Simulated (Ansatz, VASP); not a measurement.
# One calculation of CuO2, two programs

```
Cu O
1.0
     0.00000    2.38448    2.38448
     2.38448    0.00000    2.38448
     2.38448    2.38448    0.00000
Cu O
1 2
Direct
  0.00000 0.00000 0.00000
  0.25000 0.25000 0.25000
  0.75000 0.75000 0.75000
```

Alike in both runs: task single point; functional PBEsol; k mesh 16 × 16 × 16; occupations gaussian, width 0.05 eV; no spin polarisation; Hubbard terms Cu d U = 4.0 eV.

```csv
,VASP,Ansatz
version,VASP 6.6.1,Ansatz 0.2.0
potentials or method,"VASP PAW PBE potentials, release 64 (Cu_sv_GW, O_h), cutoff 1340 eV","scalar-relativistic, plane waves, PAW"
valence electrons in the cell,31,31
```

|  | VASP | Ansatz | Ansatz less VASP |
| --- | --- | --- | --- |
| gap on the k mesh at the Fermi level (eV) | none | none | - |
| pressure (GPa) | -2.5 | 1.7 | +4.24 |

VASP's potentials were made for PBE, not for PBEsol. The programs project onto different local orbitals, so the same U acts differently, and such runs can settle in different states. A gap of «none» marks a metal or a gap that the smearing closes. Ansatz's warnings: filled band counts differ across k points.
